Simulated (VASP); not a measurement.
A run of VASP 6.6.1 is set up as follows.

The input POSCAR:

```
CsI
1.0
    4.6090098925      0.0000000000      0.0000000000
    0.0000000000      4.6090098925      0.0000000000
    0.0000000000      0.0000000000      4.6090098925
Cs I
1 1
Direct
    0.0000000000      0.0000000000      0.0000000000
    0.5000000000      0.5000000000      0.5000000000
```

INCAR.step1

```
  PREC = Accurate
  ENCUT = 550
  ISMEAR = 0
  SIGMA = 0.02
  LREAL = F
  LASPH = T
  NELM = 120
  NBANDS = 15
  GGA = PE
  ALGO = Normal
  EDIFF = 1E-5
  LWAVE = T
  LCHARG = F
  GGA_COMPAT = F
```

INCAR.step2

```
  PREC = Accurate
  ENCUT = 550
  EDIFF = 1E-6
  ISMEAR = 0
  SIGMA = 0.02
  LREAL = F
  LASPH = T
  NELM = 120
  ALGO = Normal
  ISIF = 2
  LWAVE = F
  LCHARG = F
  METAGGA = R2SCAN
  LMIXTAU = T
  NBANDS = 15
  ISTART = 1
  GGA_COMPAT = F
```

Contents of KPOINTS:

```
Automatic mesh
0
Gamma
  6 6 6
```

Potentials or basis: VASP PAW PBE potentials, release 64 (Cs_sv, I).

Launch:

```bash
$ cat potpaw_PBE.64/Cs_sv/POTCAR potpaw_PBE.64/I/POTCAR > POTCAR
$ cp INCAR.step1 INCAR
$ mpirun -np 1 vasp_std > vasp.out
$ cp INCAR.step2 INCAR
$ mpirun -np 1 vasp_std > vasp.out
```

**Question.** Estimate the pressure.

**Answer.** 0.0 GPa.

**Question.** What does it give for the band gap on the k mesh?

**Answer.** 4.50 eV (least direct gap 4.59 eV).

Caveat: the PAW data sets were made with another functional, which shifts forces and pressure a little; spin-orbit coupling is left out, which moves the levels of the heavy elements. r2SCAN opens gaps a little over a GGA but as a rule still falls short of measured ones.
